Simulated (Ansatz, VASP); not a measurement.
## Hf in VASP and in Ansatz

```
Hf
1.0
     0.00000    2.23948    2.23948
     2.23948    0.00000    2.23948
     2.23948    2.23948    0.00000
Hf
1
Direct
  0.00000 0.00000 0.00000
```

Alike in both runs: functional r2SCAN; k mesh 12 × 12 × 12; occupations fermi-dirac, width 0.1 eV; no spin polarisation.

Ansatz relaxed the structure, and its values are those at the end. VASP's run is a single point on that final structure, the one shown.

```csv
,VASP,Ansatz
version,VASP 6.6.1,Ansatz 0.2.0
potentials or method,"VASP PAW PBE potentials, release 64 (Hf_pv), cutoff 520 eV","plane waves (500 eV) with PAW, scalar-relativistic"
valence electrons in the cell,10,26
```

VASP gave:

* pressure (GPa): -0.5

Task: What did Ansatz give for the same quantities?

Result: Pressure (GPa): 0.0.

VASP's potentials were made for PBE, not for r2SCAN. VASP's potentials hold 10 valence electrons a cell and Ansatz's 26, so a difference there can come from the potentials and not from the codes.

Spin-orbit coupling is off throughout.
